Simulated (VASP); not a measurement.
## Ge2Sb2Te5: single point with PBE

Ge2Sb2Te5:

```
Ge Sb Te
1.0
     4.56250    0.00000    0.00000
    -2.28125    3.95124    0.00000
     0.00000    0.00000   18.08655
Ge Sb Te
2 2 5
Direct
  0.00000 0.00000 0.33147
  0.00000 0.00000 0.66853
  0.33333 0.66667 0.11216
  0.66667 0.33333 0.88784
  0.00000 0.00000 0.00000
  0.33333 0.66667 0.79136
  0.66667 0.33333 0.20864
  0.33333 0.66667 0.40975
  0.66667 0.33333 0.59025
```

```json
{
  "Program": "VASP 6.6.1",
  "Task": "single point",
  "Functional": "PBE",
  "Potentials or basis": "VASP PAW PBE potentials, release 64 (Ge_d, Sb, Te)",
  "Cutoff": "520 eV",
  "k mesh": "9 × 9 × 2",
  "Occupations": "gaussian, width 0.03 eV",
  "Spin": "no spin polarisation"
}
```

| Item | Value |
| --- | --- |
| Pressure | -4.7 GPa |
| Largest force | 0.528 eV/Å |
| Band gap on the k mesh | 0.17 eV |

Forces on the atoms (eV/Å):
```
Ge   0.000  0.000  0.391
Ge   0.000  0.000 -0.391
Sb   0.000  0.000  0.209
Sb   0.000  0.000 -0.209
Te   0.000  0.000  0.000
Te   0.000  0.000  0.528
Te   0.000  0.000 -0.528
Te   0.000  0.000 -0.431
Te   0.000  0.000  0.431
```

Stress tensor (GPa, compression positive):
```
-5.38  0.00  0.00
 0.00 -5.38  0.00
 0.00  0.00 -3.29
```

Levels at points of the mesh, in eV from the valence-band top:
```csv
k point,band 31,band 32,band 33,band 34,band 35,band 36,band 37,band 38
"(0.00, 0.00, 0.00)",-1.15,-1.05,-1.05,-0.25,0.24,0.24,0.34,0.88
"(0.00, 0.00, 0.50)",-1.14,-1.08,-1.08,-0.25,0.25,0.25,0.34,0.88
```

It took 5.1 min on 1 thread of Intel(R) Xeon(R) 6975P-C (Granite Rapids) (shared host), peak memory 0.63 GiB.

Caveat: the cell stands under tension; spin-orbit coupling is left out, which moves the levels of the heavy elements; an odd mesh through Γ misses points on the zone boundary, where band edges can lie; this functional lacks dispersion, which binds the layers, so the pressure and a relaxed spacing across them are unreliable.
